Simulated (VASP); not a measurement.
# FeS2 (Pnnm) in VASP: single point with HSE06

Aim: the single point of FeS2 with HSE06.

All numbers are computed with VASP 6.6.1; they aren't measurements. Logs are shortened: lines on timing, memory, paths and dates and some standing lists are left out, and cuts for length are marked.

### Step 1. The cell of the first run

The structure is orthorhombic, space group Pnnm (No. 58). The conventional cell has a = 4.431 Å, b = 5.401 Å, c = 3.379 Å, α = 90.00°, β = 90.00°, γ = 90.00°. Within 2.9 Å of Fe (site symmetry 2/m) lie 6 S at 2.23 to 2.25 Å. Within 3.6 Å of S (site symmetry m) lie 12 S at 2.22 to 3.38 Å and 6 Fe at 2.23 to 3.60 Å.

### Step 2. Single point, HSE06

The input, POSCAR:

```
FeS2
1.0
    4.4308093927      0.0000000000      0.0000000000
    0.0000000000      5.4005595620      0.0000000000
    0.0000000000      0.0000000000      3.3792367813
Fe S
2 4
Direct
    0.5000000000      0.5000000000      0.5000000000
    0.0000000000      0.0000000000      0.0000000000
    0.2990463069      0.8778422770      0.5000000000
    0.7009536931      0.1221577230      0.5000000000
    0.2009536931      0.3778422770      0.0000000000
    0.7990463069      0.6221577230      0.0000000000
```

The input, INCAR.step1:

```
SYSTEM = FeS2
PREC     = Accurate       ! precision mode
ENCUT    = 520            ! plane-wave cutoff, eV
EDIFF    = 1E-5           ! SCF threshold, eV
ISMEAR   = 0              ! smearing method
SIGMA    = 0.01           ! smearing width, eV
LREAL    = .False.        ! projectors in reciprocal space
LASPH    = .True.         ! aspherical terms in the spheres
NELM     = 120            ! most SCF steps
ALGO     = Normal         ! electronic algorithm
ISIF     = 2              ! what is computed and relaxed
LWAVE    = .True.         ! write WAVECAR
LCHARG   = .False.        ! write CHGCAR
GGA      = PE             ! functional
NBANDS   = 29             ! bands
GGA_COMPAT= .False.
```

The input, INCAR.step2:

```
SYSTEM = FeS2
PREC     = Accurate       ! precision mode
ENCUT    = 520            ! plane-wave cutoff, eV
EDIFF    = 1E-6           ! SCF threshold, eV
ISMEAR   = 0              ! smearing method
SIGMA    = 0.01           ! smearing width, eV
LREAL    = .False.        ! projectors in reciprocal space
LASPH    = .True.         ! aspherical terms in the spheres
NELM     = 120            ! most SCF steps
ALGO     = Normal         ! electronic algorithm
ISIF     = 2              ! what is computed and relaxed
LWAVE    = .False.        ! write WAVECAR
LCHARG   = .False.        ! write CHGCAR
GGA      = PE             ! functional
LHFCALC  = .True.         ! exact exchange
HFSCREEN = 0.2079         ! screening, 1/A
PRECFOCK = Normal       
ISTART   = 1            
NBANDS   = 29             ! bands
GGA_COMPAT= .False.
```

The input, KPOINTS:

```
regular mesh
0
Gamma
  4 2 4
  0 0 0
```

Potentials or basis: VASP PAW PBE potentials, release 64 (Fe, S).

On the command line:

```bash
$ cat potpaw_PBE.64/Fe/POTCAR potpaw_PBE.64/S/POTCAR > POTCAR
$ cp INCAR.step1 INCAR
$ mpirun -np 1 vasp_std > vasp.out
$ cp INCAR.step2 INCAR
$ mpirun -np 1 vasp_std > vasp.out
```

OUTCAR:

```text
SYSTEM = FeS2
   PREC = Accurate
   ENCUT = 520
   EDIFF = 1E-6
   ISMEAR = 0
   LREAL = .False.
   LASPH = .True.
   NELM = 120
   ISIF = 2
   GGA = PE
   LHFCALC = .True.
   HFSCREEN = 0.2079
   PRECFOCK = Normal
   ISTART = 1

 ion  position               nearest neighbor table
   1  0.500  0.500  0.500-   3 2.23   4 2.23   5 2.25   6 2.25   5 2.25   6 2.25
   2  0.000  0.000  0.000-   5 2.23   6 2.23   3 2.25   4 2.25   3 2.25   4 2.25
   3  0.299  0.878  0.500-   4 2.22   1 2.23   2 2.25   2 2.25
   4  0.701  0.122  0.500-   3 2.22   1 2.23   2 2.25   2 2.25
   5  0.201  0.378  0.000-   6 2.22   2 2.23   1 2.25   1 2.25
   6  0.799  0.622  0.000-   5 2.22   2 2.23   1 2.25   1 2.25

  LATTYP: Found a simple orthorhombic cell.
 ALAT       =     3.3792367813
 B/A-ratio  =     1.3111864245
 C/A-ratio  =     1.5981595584

  Lattice vectors:

 A1 = (   0.0000000000,   0.0000000000,   3.3792367813)
 A2 = (   4.4308093927,   0.0000000000,   0.0000000000)
 A3 = (   0.0000000000,   5.4005595620,   0.0000000000)

Analysis of symmetry for initial positions (statically):
=====================================================================
 Subroutine PRICEL returns:
 Original cell was already a primitive cell.

 Routine SETGRP: Setting up the symmetry group for a
 simple orthorhombic supercell.

 Subroutine GETGRP returns: Found  8 space group operations
 (whereof  4 operations were pure point group operations)
 out of a pool of  8 trial point group operations.

The static configuration has the point symmetry C_2h.
 The point group associated with its full space group is D_2h.

Analysis of symmetry for dynamics (positions and initial velocities):
=====================================================================
 Subroutine PRICEL returns:
 Original cell was already a primitive cell.

 Routine SETGRP: Setting up the symmetry group for a
 simple orthorhombic supercell.

 Subroutine GETGRP returns: Found  8 space group operations
 (whereof  4 operations were pure point group operations)
 out of a pool of  8 trial point group operations.

The dynamic configuration has the point symmetry C_2h.
 The point group associated with its full space group is D_2h.

 Subroutine INISYM returns: Found  8 space group operations
 (whereof  4 operations are pure point group operations),
 and found     1 'primitive' translations

----------------------------------------------------------------------------------------

                                     Primitive cell

  volume of cell :      80.8613

  direct lattice vectors                    reciprocal lattice vectors
     4.430809393  0.000000000  0.000000000     0.225692399  0.000000000  0.000000000
     0.000000000  5.400559562  0.000000000     0.000000000  0.185165998  0.000000000
     0.000000000  0.000000000  3.379236781     0.000000000  0.000000000  0.295924809

  length of vectors
     4.430809393  5.400559562  3.379236781     0.225692399  0.185165998  0.295924809

  position of ions in fractional coordinates (direct lattice)
     0.500000000  0.500000000  0.500000000
     0.000000000  0.000000000  0.000000000
     0.299046307  0.877842277  0.500000000
     0.700953693  0.122157723  0.500000000
     0.200953693  0.377842277  0.000000000
     0.799046307  0.622157723  0.000000000

  ion indices of the primitive-cell ions
   primitive index   ion index
                 1           1
                 2           2
                 3           3
                 4           4
                 5           5
                 6           6

----------------------------------------------------------------------------------------

 KPOINTS: regular mesh

Automatic generation of k-mesh.
 Grid dimensions read from file:
 generate k-points for:    4    2    4

 Generating k-lattice:

  Cartesian coordinates                     Fractional coordinates (reciprocal lattice)
     0.056423100  0.000000000  0.000000000     0.250000000  0.000000000  0.000000000
     0.000000000  0.092582999  0.000000000     0.000000000  0.500000000  0.000000000
     0.000000000  0.000000000  0.073981202     0.000000000  0.000000000  0.250000000

  Length of vectors
     0.056423100  0.092582999  0.073981202

  Shift w.r.t. Gamma in fractional coordinates (k-lattice)
     0.000000000  0.000000000  0.000000000

 Subroutine IBZKPT returns following result:
 ===========================================

 Found     18 irreducible k-points:

 Following reciprocal coordinates:
            Coordinates               Weight
  0.000000  0.000000  0.000000      1.000000
  0.250000  0.000000  0.000000      2.000000
  0.500000  0.000000  0.000000      1.000000
  0.000000  0.500000  0.000000      1.000000
  0.250000  0.500000  0.000000      2.000000
  0.500000  0.500000  0.000000      1.000000
[... 10 lines left out ...]
  0.250000  0.500000  0.500000      2.000000
  0.500000  0.500000  0.500000      1.000000
   k-points           NKPTS =     18   k-points in BZ     NKDIM =     32   number of bands    NBANDS=     29
   number of dos      NEDOS =    301   number of ions     NIONS =      6
   total plane-waves  NPLWV =  40320
   dimension x,y,z NGX =    36 NGY =   40 NGZ =   28
   dimension x,y,z NGXF=    72 NGYF=   80 NGZF=   56
   ions per type =               2   4
   NGX,Y,Z   is equivalent  to a cutoff of  13.51, 12.31, 13.77 a.u.
   NGXF,Y,Z  is equivalent  to a cutoff of  27.01, 24.63, 27.55 a.u.
 SYSTEM =  FeS2
   PREC   = accura    normal or accurate (medium, high low for compatibility)
   ISTART =      1    job   : 0-new  1-cont  2-samecut
   ICHARG =      0    charge: 1-file 2-atom 10-const
   ISPIN  =      1    spin polarized calculation?
   LNONCOLLINEAR =      F non collinear calculations
   LSORBIT =      F    spin-orbit coupling
   LASPH  =      T    aspherical Exc in radial PAW
   ENCUT  =  520.0 eV  38.22 Ry    6.18 a.u.   8.24 10.04  6.28*2*pi/ulx,y,z
   NELM   =    120;   NELMIN=  2; NELMDL=  0     # of ELM steps
   EDIFF  = 0.1E-05   stopping-criterion for ELM
   LREAL  =      F    real-space projection
   EDIFFG = 0.1E-04   stopping-criterion for IOM
   NSW    =      0    number of steps for IOM
   IBRION =     -1    ionic relax: 0-MD 1-quasi-New 2-CG
   NFREE  =      0    steps in history (QN), initial steepest desc. (CG)
   ISIF   =      2    stress and relaxation
   ISYM   =      3    0-nonsym 1-usesym 2-fastsym
   POTIM  = 0.5000    time-step for ionic-motion
   TEBEG  =    0.0;   TEEND  =   0.0 temperature during run
   PSTRESS=    0.0 pullay stress
   NELECT =      40.0000    total number of electrons
   NUPDOWN=      -1.0000    fix difference up-down
   EMIN   =  10.00;   EMAX   =-10.00  energy-range for DOS
   EFERMI =   0.00;   METHOD = LEGACY
   ISMEAR =     0;   SIGMA  =   0.01  broadening in eV -4-tet -1-fermi 0-gaus
   EFERMI_NEDOS =   21; number of points for ismear=-14 and -15
   IALGO  =     38    algorithm
   IMIX   =      1    mixing-type and parameters
     AMIX     =   0.40;   BMIX     =  1.00
     AMIX_MAG =   1.60;   BMIX_MAG =  1.00
  volume/ion in A,a.u.               =      13.48        90.95
  Fermi-wavevector in a.u.,A,eV,Ry     =   1.294736  2.446697 22.808021  1.676342
  Thomas-Fermi vector in A             =   2.426300
   LORBIT       =      0    0 simple, 1 ext, 2 COOP (PROOUT), +10 PAW based schemes
   GGA     = PE    functional components
   LHFCALC =     T    Hartree Fock is set to
   PRECFOCK=normal    Normal, Fast or Accurate (Low or Medium for compatibility)
   ENCUT4O =  -1.0   cutoff for four orbital integrals eV
   NKREDX  =     1    reduce k-point grid by
   NKREDY  =     1    reduce k-point grid by
   NKREDZ  =     1    reduce k-point grid by
   AEXX    =    0.2500 exact exchange contribution
   HFSCREEN=    0.2079 screening length (either q_TF or 0.3 A-1)
   HFSCREENC=   0.2079 screening length for correlation (either q_TF or 0.3 A-1)
   ENCUTFOCK=  -1.0 apply spherical cutoff to Coloumb kernel
   IVDW    =     0    specifies the selected vdW correction
   LEPSILON=     F    determine dielectric tensor
   LRPA    =     F    only Hartree local field effects (RPA)
 non-spin polarized calculation
 Gauss-broadening in eV      SIGMA  =   0.01
  energy-cutoff  :      520.00
  volume of cell :       80.86
 maximum number of plane-waves:      2204
 NGX is ok and might be reduce to    36
  NGX = 28; NGY = 32; NGZ = 20

 number of electron      39.9999994 magnetization

 Free energy of the ion-electron system (eV)
  ---------------------------------------------------
  ext. energy  EPLUGINS =         0.00000000
  ---------------------------------------------------
  free energy    TOTEN  =       -46.36070212 eV

  energy without entropy =      -46.36070212  energy(sigma->0) =      -46.36070212

 E-fermi :   6.9256     XC(G=0):  -9.6397

 val. band max:        6.8814256575   @ k =   0.5000   0.0000   0.0000
 cond. band min:       9.3942595234   @ k =   0.0000   0.5000   0.0000
 fundamental gap:      2.5128338659
 Fermi energy:         6.9256445024

 k-point     1 :       0.0000    0.0000    0.0000
  band No.  band energies     occupation
      1     -11.1743      2.00000
      2      -8.6415      2.00000
      3      -6.3620      2.00000
      4      -5.5636      2.00000
      5      -1.0852      2.00000
      6       0.6358      2.00000
[... 21 lines left out ...]
     28      14.2148      0.00000
     29      16.0556      0.00000

 k-point     2 :       0.2500    0.0000    0.0000
  band No.  band energies     occupation
      1     -10.7650      2.00000
      2      -8.6904      2.00000
      3      -6.5755      2.00000
      4      -6.4481      2.00000
      5      -0.6112      2.00000
      6      -0.2825      2.00000
[... 21 lines left out ...]
     28      14.5028      0.00000
     29      14.8440      0.00000

 k-point     3 :       0.5000    0.0000    0.0000
  band No.  band energies     occupation
      1      -9.6575      2.00000
      2      -9.6575      2.00000
      3      -6.8057      2.00000
      4      -6.8056      2.00000
      5      -1.1290      2.00000
      6      -1.1289      2.00000
[... 446 lines left out ...]
      5      -1.0921      2.00000
      6      -1.0921      2.00000
[... 21 lines left out ...]
     28      14.4280      0.00000
     29      14.7679      0.00000

 k-point    18 :       0.5000    0.5000    0.5000
  band No.  band energies     occupation
      1      -8.7833      2.00000
      2      -8.7833      2.00000
      3      -6.4667      2.00000
      4      -6.4667      2.00000
      5      -0.6739      2.00000
      6      -0.6739      2.00000
[... 21 lines left out ...]
     28      14.9587      0.00000
     29      15.2354      0.00000

------------------------ aborting loop because EDIFF is reached ----------------------------------------

  FORCE on cell =-STRESS in cart. coord.  units (eV):
  Direction    XX          YY          ZZ          XY          YZ          ZX
  --------------------------------------------------------------------------------------
  -------------------------------------------------------------------------------------
  Total       -1.5191133     -0.2200273      1.1305452      0.0000000      0.0000000      0.0000000
  in kB      -30.0995708     -4.3595999     22.4005184      0.0000000      0.0000000      0.0000000
  external PRESSURE =      -4.0195507 kB  Pullay stress =       0.0000000 kB

 VOLUME and BASIS-vectors are now :
 -----------------------------------------------------------------------------
  energy-cutoff  :      520.00
  volume of cell :       80.86
      direct lattice vectors                 reciprocal lattice vectors
     4.430809393  0.000000000  0.000000000     0.225692399  0.000000000  0.000000000
     0.000000000  5.400559562  0.000000000     0.000000000  0.185165998  0.000000000
     0.000000000  0.000000000  3.379236781     0.000000000  0.000000000  0.295924809

 POSITION                                       TOTAL-FORCE (eV/Angst)
 -----------------------------------------------------------------------------------
      2.21540      2.70028      1.68962        -0.000000     -0.000000      0.000000
      0.00000      0.00000      0.00000        -0.000000     -0.000000      0.000000
      1.32502      4.74084      1.68962         0.773835      0.575121      0.000000
      3.10579      0.65972      1.68962        -0.773835     -0.575121     -0.000000
      0.89039      2.04056      0.00000        -0.773835      0.575121      0.000000
      3.54042      3.36000      0.00000         0.773835     -0.575121      0.000000
 -----------------------------------------------------------------------------------
    total drift:                                0.000001     -0.000007     -0.000001

  FREE ENERGIE OF THE ION-ELECTRON SYSTEM (eV)
  ---------------------------------------------------
  free  energy   TOTEN  =       -46.3607021249 eV

  energy  without entropy=      -46.3607021249  energy(sigma->0) =      -46.36070212
```

Run time: 52 min. Hardware: 1 thread of Intel Xeon Platinum 8259CL at 2.50GHz (Skylake/Cascade Lake), shared host; peak memory 0.35 GiB.

What came out:

```
Free energy            : -46.3607 eV
Pressure               : -0.4 GPa
Largest force          : 0.964 eV/Å
Band gap on the k mesh : 2.51 eV (least direct gap 2.99 eV)
```

Forces on the atoms (eV/Å):
```
Fe   0.000  0.000  0.000
Fe   0.000  0.000  0.000
S    0.774  0.575  0.000
S   -0.774 -0.575  0.000
S   -0.774  0.575  0.000
S    0.774 -0.575  0.000
```

Stress tensor (GPa, compression positive):
```
-3.01  0.00  0.00
 0.00 -0.44  0.00
 0.00  0.00  2.24
```

Caveat: the k points lie up to 0.58 Å⁻¹ apart; the PAW data sets were made with another functional, which shifts forces and pressure a little. A k mesh can miss the band edges.
